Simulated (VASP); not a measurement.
# Ir (C2/m) in VASP: a series of runs

The runs below take Ir through single point, with PBEsol.

Program: VASP 6.6.1. These are calculated values, not measurements. Logs are shortened: lines on timing, memory, paths and dates and some standing lists are left out, and cuts for length are marked.

## Step 1: The cell of the first run

The structure is monoclinic, space group C2/m (No. 12). The conventional cell has a = 4.713 Å, b = 2.719 Å, c = 4.411 Å, α = 90.00°, β = 94.30°, γ = 90.00°. Within 3.4 Å of Ir (site symmetry m) lie 12 Ir at 2.61 to 2.80 Å.

## Step 2: Single point, PBEsol (strain +0.0750 x Voigt [0, 0, 0, 1, 0, 0])

INCAR

```
PREC     = Accurate       # precision mode
ENCUT    = 520            # plane-wave cutoff, eV
EDIFF    = 1E-6           # SCF threshold, eV
ISMEAR   = 0              # smearing method
SIGMA    = 0.15           # smearing width, eV
LREAL    = False          # projectors in reciprocal space
LASPH    = True           # aspherical terms in the spheres
NELM     = 80             # most SCF steps
ALGO     = Fast           # electronic algorithm
ISIF     = 2              # what is computed and relaxed
LWAVE    = False          # write WAVECAR
LCHARG   = False          # write CHGCAR
GGA      = PS             # functional
NBANDS   = 16             # bands
```

KPOINTS

```
regular mesh
0
Gamma
  24 24 14
```

POSCAR

```
Ir
1.0
    2.7190554922      0.0000000000      0.0000000000
   -1.3595277461      2.3547711306      0.0883039174
    0.0000000000      0.1652974893      4.4079330487
Ir
2
Direct
    0.6666666667      0.3333333333      0.7500000000
    0.3333333333      0.6666666667      0.2500000000
```

Potentials or basis: VASP PAW PBE potentials, release 64 (Ir).

On the command line:

```console
$ cat potpaw_PBE.64/Ir/POTCAR > POTCAR
$ mpirun -np 1 vasp_std > vasp.out
```

OUTCAR:

```text
PREC = Accurate
   ENCUT = 520
   EDIFF = 1E-6
   ISMEAR = 0
   LREAL = False
   LASPH = True
   NELM = 80
   ISIF = 2
   GGA = PS

 ion  position               nearest neighbor table
   1  0.667  0.333  0.750-   2 2.61   2 2.66   2 2.66   2 2.75   2 2.75   2 2.80
   2  0.333  0.667  0.250-   1 2.61   1 2.66   1 2.66   1 2.75   1 2.75   1 2.80

  LATTYP: Found a base centered monoclinic cell.
 ALAT       =     4.7128524948
 B/A-ratio  =     0.5769447474
 C/A-ratio  =     0.9359578499
 COS(beta)  =    -0.0748946794

  Lattice vectors:

 A1 = (  -1.3595277461,  -2.3547711306,  -0.0883039174)
 A2 = (   1.3595277461,  -2.3547711306,  -0.0883039174)
 A3 = (   0.0000000000,   0.1652974893,   4.4079330487)

Analysis of symmetry for initial positions (statically):
=====================================================================
 Subroutine PRICEL returns:
 Original cell was already a primitive cell.

 Routine SETGRP: Setting up the symmetry group for a
 base centered monoclinic supercell.

 Subroutine GETGRP returns: Found  4 space group operations
 (whereof  4 operations were pure point group operations)
 out of a pool of  4 trial point group operations.

The static configuration has the point symmetry C_2h.

Analysis of symmetry for dynamics (positions and initial velocities):
=====================================================================
 Subroutine PRICEL returns:
 Original cell was already a primitive cell.

 Routine SETGRP: Setting up the symmetry group for a
 base centered monoclinic supercell.

 Subroutine GETGRP returns: Found  4 space group operations
 (whereof  4 operations were pure point group operations)
 out of a pool of  4 trial point group operations.

The dynamic configuration has the point symmetry C_2h.

 Subroutine INISYM returns: Found  4 space group operations
 (whereof  4 operations are pure point group operations),
 and found     1 'primitive' translations

----------------------------------------------------------------------------------------

                                     Primitive cell

  volume of cell :      28.1832

  direct lattice vectors                    reciprocal lattice vectors
     2.719055492  0.000000000  0.000000000     0.367774767  0.212633877 -0.007973770
    -1.359527746  2.354771131  0.088303917     0.000000000  0.425267754 -0.015947541
     0.000000000  0.165297489  4.407933049     0.000000000 -0.008519369  0.227183176

  length of vectors
     2.719055492  2.720488991  4.411031288     0.424894135  0.425566666  0.227342858

  position of ions in fractional coordinates (direct lattice)
     0.666666667  0.333333333  0.750000000
     0.333333333  0.666666667  0.250000000

  ion indices of the primitive-cell ions
   primitive index   ion index
                 1           1
                 2           2

----------------------------------------------------------------------------------------

 KPOINTS: regular mesh

Automatic generation of k-mesh.
 Grid dimensions read from file:
 generate k-points for:   24   24   14

 Generating k-lattice:

  Cartesian coordinates                     Fractional coordinates (reciprocal lattice)
     0.015323949  0.008859745 -0.000332240     0.041666667  0.000000000  0.000000000
     0.000000000  0.017719490 -0.000664481     0.000000000  0.041666667  0.000000000
     0.000000000 -0.000608526  0.016227370     0.000000000  0.000000000  0.071428571

  Length of vectors
     0.017703922  0.017731944  0.016238776

  Shift w.r.t. Gamma in fractional coordinates (k-lattice)
     0.000000000  0.000000000  0.000000000

 Subroutine IBZKPT returns following result:
 ===========================================

 Found   2114 irreducible k-points:

 Following reciprocal coordinates:
            Coordinates               Weight
  0.000000  0.000000  0.000000      1.000000
  0.041667  0.000000 -0.000000      4.000000
  0.083333 -0.000000 -0.000000      4.000000
  0.125000  0.000000 -0.000000      4.000000
  0.166667 -0.000000 -0.000000      4.000000
  0.208333 -0.000000  0.000000      4.000000
[... 16 lines left out ...]
  0.375000  0.041667 -0.000000      4.000000
  0.416667  0.041667 -0.000000      4.000000
 [... further k-points ...]
   k-points           NKPTS =   2114   k-points in BZ     NKDIM =   2114   number of bands    NBANDS=     16
   number of dos      NEDOS =    301   number of ions     NIONS =      2
   total plane-waves  NPLWV =  14400
   dimension x,y,z NGX =    20 NGY =   20 NGZ =   36
   dimension x,y,z NGXF=    40 NGYF=   40 NGZF=   72
   ions per type =               2
   NGX,Y,Z   is equivalent  to a cutoff of  12.23, 12.22, 13.57 a.u.
   NGXF,Y,Z  is equivalent  to a cutoff of  24.46, 24.44, 27.14 a.u.
 SYSTEM =  unknown system
   PREC   = accura    normal or accurate (medium, high low for compatibility)
   ISTART =      0    job   : 0-new  1-cont  2-samecut
   ICHARG =      2    charge: 1-file 2-atom 10-const
   ISPIN  =      1    spin polarized calculation?
   LNONCOLLINEAR =      F non collinear calculations
   LSORBIT =      F    spin-orbit coupling
   LASPH  =      T    aspherical Exc in radial PAW
   ENCUT  =  520.0 eV  38.22 Ry    6.18 a.u.   5.06  5.06  8.20*2*pi/ulx,y,z
   NELM   =     80;   NELMIN=  2; NELMDL= -5     # of ELM steps
   EDIFF  = 0.1E-05   stopping-criterion for ELM
   LREAL  =      F    real-space projection
   EDIFFG = 0.1E-04   stopping-criterion for IOM
   NSW    =      0    number of steps for IOM
   IBRION =     -1    ionic relax: 0-MD 1-quasi-New 2-CG
   NFREE  =      0    steps in history (QN), initial steepest desc. (CG)
   ISIF   =      2    stress and relaxation
   ISYM   =      2    0-nonsym 1-usesym 2-fastsym
   POTIM  = 0.5000    time-step for ionic-motion
   TEBEG  =    0.0;   TEEND  =   0.0 temperature during run
   PSTRESS=    0.0 pullay stress
   NELECT =      18.0000    total number of electrons
   NUPDOWN=      -1.0000    fix difference up-down
   EMIN   =  10.00;   EMAX   =-10.00  energy-range for DOS
   EFERMI =   0.00;   METHOD = LEGACY
   ISMEAR =     0;   SIGMA  =   0.15  broadening in eV -4-tet -1-fermi 0-gaus
   EFERMI_NEDOS =   21; number of points for ismear=-14 and -15
   IALGO  =     68    algorithm
   IMIX   =      4    mixing-type and parameters
     AMIX     =   0.40;   BMIX     =  1.00
     AMIX_MAG =   1.60;   BMIX_MAG =  1.00
  volume/ion in A,a.u.               =      14.09        95.09
  Fermi-wavevector in a.u.,A,eV,Ry     =   1.409837  2.664205 27.043476  1.987639
  Thomas-Fermi vector in A             =   2.531852
   LORBIT       =      0    0 simple, 1 ext, 2 COOP (PROOUT), +10 PAW based schemes
   GGA     = PS    functional components
   LHFCALC =     F    Hartree Fock is set to
   AEXX    =    0.0000 exact exchange contribution
   IVDW    =     0    specifies the selected vdW correction
   LEPSILON=     F    determine dielectric tensor
   LRPA    =     F    only Hartree local field effects (RPA)
 non-spin polarized calculation
 RMM-DIIS sequential band-by-band and
 Gauss-broadening in eV      SIGMA  =   0.15
  energy-cutoff  :      520.00
  volume of cell :       28.18
 maximum number of plane-waves:       774
   NGX = 11   NGY = 11   NGZ = 17

 number of electron      18.0000001 magnetization

 Free energy of the ion-electron system (eV)
  ---------------------------------------------------
  ext. energy  EPLUGINS =         0.00000000
  ---------------------------------------------------
  free energy    TOTEN  =       -19.44249960 eV

  energy without entropy =      -19.41421199  energy(sigma->0) =      -19.42835580

 E-fermi :  10.4531     XC(G=0): -14.1218

 val. band max:       10.4524271131   @ k =   0.5000   0.2917   0.1429
 cond. band min:      10.4535633258   @ k =   0.2083   0.0833   0.3571
 fundamental gap:      0.0011362127
 Fermi energy:        10.4531134928

 k-point     1 :       0.0000    0.0000    0.0000
  band No.  band energies     occupation
      1      -0.9164      2.00000
      2       2.1765      2.00000
      3       6.2986      2.00000
      4       6.5499      2.00000
      5       6.5555      2.00000
      6       7.1866      2.00000
[... 8 lines left out ...]
     15      26.9270      0.00000
     16      27.7852      0.00000

 k-point     2 :       0.0417    0.0000   -0.0000
  band No.  band energies     occupation
      1      -0.8476      2.00000
      2       2.2384      2.00000
      3       6.2057      2.00000
      4       6.6090      2.00000
      5       6.6184      2.00000
      6       7.1687      2.00000
[... 8 lines left out ...]
     15      27.0192      0.00000
     16      27.8999      0.00000

 k-point     3 :       0.0833   -0.0000   -0.0000
  band No.  band energies     occupation
      1      -0.6442      2.00000
      2       2.4176      2.00000
      3       6.0091      2.00000
      4       6.7198      2.00000
      5       6.7815      2.00000
      6       7.0682      2.00000
[... 8 lines left out ...]
     15      27.2797      0.00000
     16      28.2120      0.00000

 k-point     4 :       0.1250    0.0000   -0.0000
  band No.  band energies     occupation
      1      -0.3155      2.00000
      2       2.6926      2.00000
      3       5.7691      2.00000
      4       6.7149      2.00000
      5       6.9411      2.00000
      6       7.0560      2.00000
[... 8 lines left out ...]
     15      27.6368      0.00000
     16      28.4885      0.00000
[... 324 lines left out ...]
 k-point    22 :       0.3333    0.0417   -0.0000
  band No.  band energies     occupation
      1       2.4403      2.00000
      2       3.2234      2.00000
      3       4.0372      2.00000
      4       5.8547      2.00000
      5       6.1805      2.00000
      6       6.9048      2.00000
[... 8 lines left out ...]
     15      23.5005      0.00000
     16      24.9338      0.00000

 k-point    23 :       0.3750    0.0417   -0.0000
  band No.  band energies     occupation
      1       2.6933      2.00000
      2       3.0726      2.00000
      3       3.7484      2.00000
      4       5.9994      2.00000
      5       6.3312      2.00000
      6       6.8507      2.00000
[... 8 lines left out ...]
     15      22.6110      0.00000
     16      24.4480      0.00000

 k-point    24 :       0.4167    0.0417   -0.0000
  band No.  band energies     occupation
      1       2.8119      2.00000
      2       2.9726      2.00000
      3       3.5539      2.00000
      4       6.0150      2.00000
      5       6.5964      2.00000
      6       6.8002      2.00000
[... 8 lines left out ...]
     15      21.8594      0.00000
     16      23.2520      0.00000

 [... further k-points ...]

------------------------ aborting loop because EDIFF is reached ----------------------------------------

  FORCE on cell =-STRESS in cart. coord.  units (eV):
  Direction    XX          YY          ZZ          XY          YZ          ZX
  --------------------------------------------------------------------------------------
  -------------------------------------------------------------------------------------
  Total        0.1877454      0.4061587      0.8145917      0.0000000     -1.3966763      0.0000000
  in kB       10.6730693     23.0895637     46.3084205      0.0000000    -79.3991275      0.0000000
  external PRESSURE =      26.6903511 kB  Pullay stress =       0.0000000 kB

 VOLUME and BASIS-vectors are now :
 -----------------------------------------------------------------------------
  energy-cutoff  :      520.00
  volume of cell :       28.18
      direct lattice vectors                 reciprocal lattice vectors
     2.719055492  0.000000000  0.000000000     0.367774767  0.212633877 -0.007973770
    -1.359527746  2.354771131  0.088303917     0.000000000  0.425267754 -0.015947541
     0.000000000  0.165297489  4.407933049     0.000000000 -0.008519369  0.227183176

 POSITION                                       TOTAL-FORCE (eV/Angst)
 -----------------------------------------------------------------------------------
      1.35953      0.90890      3.33538         0.000000      0.129703     -0.020161
     -0.00000      1.61117      1.16085         0.000000     -0.129703      0.020161
 -----------------------------------------------------------------------------------
    total drift:                                0.000000     -0.000000      0.000000

  FREE ENERGIE OF THE ION-ELECTRON SYSTEM (eV)
  ---------------------------------------------------
  free  energy   TOTEN  =       -19.4424996042 eV

  energy  without entropy=      -19.4142119884  energy(sigma->0) =      -19.42835580
```

Wall time 9.2 min (1 thread of AMD EPYC 9R45 (Zen 5), shared host); peak memory 0.8 GiB.

Results:

- Free energy: -19.4425 eV
- Pressure: 2.7 GPa
- Largest force: 0.131 eV/Å
- Band gap on the k mesh: zero (bands 9 and 10 overlap by 3.41 eV)

Forces in eV/Å, atoms in the order of the input:
```
Ir   0.000  0.130 -0.020
Ir   0.000 -0.130  0.020
```

Stress tensor (GPa, compression positive):
```
 1.07  0.00  0.00
 0.00  2.31 -7.94
 0.00 -7.94  4.63
```

Levels at points of the mesh, in eV from the Fermi level:
```
           k point  band 5  band 6  band 7  band 8  band 9  band 10  band 11  band 12  band 13  band 14
(0.00, 0.00, 0.00)   -3.90   -3.27   -3.23   -2.42   -2.27    -0.88     0.18     0.23     7.17    14.24
(0.50, 0.00, 0.00)   -3.67   -3.55   -2.74    0.72    0.88     1.12     2.96     4.40     8.11    10.42
(0.00, 0.50, 0.00)   -3.82   -3.53   -2.79    0.72    0.98     1.14     2.95     4.38     7.79    10.84
(0.00, 0.00, 0.50)   -4.04   -4.01   -3.85   -3.79   -0.96    -0.92    -0.11    -0.06    13.64    13.64
(0.50, 0.00, 0.50)   -2.26   -2.11   -1.16   -0.93    0.87     1.03     1.97     2.10     7.35     8.02
(0.00, 0.50, 0.50)   -2.34   -2.05   -1.30   -0.86    0.79     1.11     1.91     2.20     7.07     8.39
```

Caveat: the cell differs from its parent crystal (strain +0.0750 x Voigt [0, 0, 0, 1, 0, 0]); the PAW data sets were made with another functional, which shifts forces and pressure a little; spin-orbit coupling is left out, which moves the levels of the heavy elements.

## Step 3: Single point, PBEsol (strain -0.0500 x Voigt [0, 0, 0, 1, 0, 0])

INCAR

```
  PREC = Accurate
  ENCUT = 520
  EDIFF = 1E-7
  ISMEAR = 0
  SIGMA = 0.15
  LREAL = False
  LASPH = True
  NELM = 60
  ALGO = Fast
  ISIF = 2
  LWAVE = False
  LCHARG = False
  GGA = PS
  NBANDS = 16
```

KPOINTS

```
Automatic mesh
0
Gamma
  24 24 14
```

POSCAR

```
Ir
1.0
    2.7190554922      0.0000000000      0.0000000000
   -1.3595277461      2.3547711306     -0.0588692783
    0.0000000000     -0.1101983262      4.4079330487
Ir
2
Direct
    0.6666666667      0.3333333333      0.7500000000
    0.3333333333      0.6666666667      0.2500000000
```

Potentials or basis: VASP PAW PBE potentials, release 64 (Ir).

On the command line:

```console
$ cat potpaw_PBE.64/Ir/POTCAR > POTCAR
$ mpirun -np 1 vasp_std > vasp.out
```

Run time: 8 min. Hardware: 1 thread of AMD EPYC 9R45 (Zen 5), shared host; peak memory 0.8 GiB.

Results (log left out):

| Item | Value |
| --- | --- |
| Free energy | -19.4722 eV |
| Pressure | 1.8 GPa |
| Largest force | 0.057 eV/Å |
| Band gap on the k mesh | zero (bands 9 and 10 overlap by 3.41 eV) |

Forces on the atoms (eV/Å):
```
Ir   0.000  0.056  0.007
Ir   0.000 -0.056 -0.007
```

Stress tensor (GPa, compression positive):
```
0.98 0.00 0.00
0.00 1.51 5.35
0.00 5.35 2.82
```

Levels at points of the mesh, in eV from the Fermi level:
| k point | band 7 | band 8 | band 9 | band 10 | band 11 | band 12 |
| --- | --- | --- | --- | --- | --- | --- |
| (0.00, 0.00, 0.00) | -3.23 | -2.42 | -2.35 | -0.89 | 0.23 | 0.25 |
| (0.50, 0.00, 0.00) | -2.88 | 0.72 | 0.94 | 1.13 | 2.96 | 4.40 |
| (0.00, 0.50, 0.00) | -2.91 | 0.72 | 0.99 | 1.14 | 2.95 | 4.39 |
| (0.00, 0.00, 0.50) | -3.93 | -3.90 | -0.79 | -0.77 | -0.22 | -0.20 |
| (0.50, 0.00, 0.50) | -1.11 | -0.96 | 0.91 | 1.01 | 1.97 | 2.06 |
| (0.00, 0.50, 0.50) | -1.20 | -0.90 | 0.85 | 1.06 | 1.93 | 2.12 |

Caveat: the cell differs from its parent crystal (strain -0.0500 x Voigt [0, 0, 0, 1, 0, 0]); the PAW data sets were made with another functional, which shifts forces and pressure a little; spin-orbit coupling is left out, which moves the levels of the heavy elements.
